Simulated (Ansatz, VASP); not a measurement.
**Ge3Pt in VASP and in Ansatz**

File INCAR:

```
SYSTEM = Ge3Pt
PREC = Accurate
ENCUT = 520
EDIFF = 1E-7
ISMEAR = 0
SIGMA = 0.1
LREAL = .FALSE.
LASPH = .TRUE.
NELM = 60
ALGO = Normal
ISIF = 2
LWAVE = .FALSE.
LCHARG = .FALSE.
GGA = PE
NBANDS = 34
```

The input KPOINTS:

```
Automatic mesh
0
G
  14 14 6
  0 0 0
```

Contents of POSCAR:

```
Ge3Pt
1.0
    3.5060223256      0.0000000000      0.0000000000
    0.0000000000      3.5060223256      0.0000000000
    0.0000000000      0.0000000000      7.7255571476
Ge Pt
3 1
Direct
    0.0000000000      0.0000000000      0.6633829136
    0.0000000000      0.0000000000      0.3366170864
    0.5000000000      0.5000000000      0.0000000000
    0.0000000000      0.0000000000      0.0000000000
```

Input for Ansatz:

```yaml
crystal:
  lattice:
    - [3.5060223256, 0.0, 0.0]
    - [0.0, 3.5060223256, 0.0]
    - [0.0, 0.0, 7.7255571476]
  atoms:
    - { symbol: Ge, position: [0.0, 0.0, 0.6633829136] }
    - { symbol: Ge, position: [0.0, 0.0, 0.3366170864] }
    - { symbol: Ge, position: [0.5, 0.5, 0.0] }
    - { symbol: Pt, position: [0.0, 0.0, 0.0] }
basis:
  ecutwfc: 420
kpoints:
  mp_grid: { grid: [14, 14, 6] }
  band_path:
    path:
      - [[0.0, 0.0, 0.0], [0.0, 0.5, 0.0], [0.5, 0.5, 0.0], [0.0, 0.0, 0.0], [0.0, 0.0, 0.5], [0.0, 0.5, 0.5], [0.5, 0.5, 0.5], [0.0, 0.0, 0.5]]
      - [[0.0, 0.5, 0.0], [0.0, 0.5, 0.5]]
      - [[0.5, 0.5, 0.0], [0.5, 0.5, 0.5]]
    npoints: 14
hamiltonian:
  xc: pbe
scf:
  occupations: { method: gaussian, width: 0.1 }
  n_extra_bands: 10
output:
  forces: true
  stress: true
  eigenvalues: true
  populations: true
  dos: { projected: true, de: 0.02, nscf_kmesh: { grid: [17, 17, 8] } }
  bader: true
  write_density: true
  write_potential: true
  elf: true
  volumetric_format: npy
```

Alike in both runs: task single point; functional PBE; k mesh 14 × 14 × 6; occupations gaussian, width 0.1 eV; no spin polarisation.

|  | VASP | Ansatz |
| --- | --- | --- |
| version | VASP 6.6.1 | Ansatz 0.2.0 |
| potentials or method | VASP PAW PBE potentials, release 64 (Ge_d, Pt), cutoff 520 eV | scalar-relativistic, plane waves, PAW |
| valence electrons in the cell | 52 | 60 |

Ansatz gave:

```
gap on the k mesh at the Fermi level (eV)                     : none
pressure (GPa)                                                : 0.0
traceless stress, the component that is largest in VASP (GPa) : -0.02
rms of the force components (eV/Å)                            : 0.001
```

Question: What did VASP give for the same quantities?

Answer: gap on the k mesh at the Fermi level (eV): none; pressure (GPa): 0.0; traceless stress, the component that is largest in VASP (GPa): -0.06; rms of the force components (eV/Å): 0.003.

Atom by atom the forces differ by 0.002 eV/Å (rms over components). A gap of «none» marks a metal or a gap that the smearing closes. With one functional, cell and mesh, what is left measures potentials, basis and numerics. VASP's potentials hold 52 valence electrons a cell and Ansatz's 60, so a difference there can come from the potentials and not from the codes.

Spin-orbit coupling is off throughout.
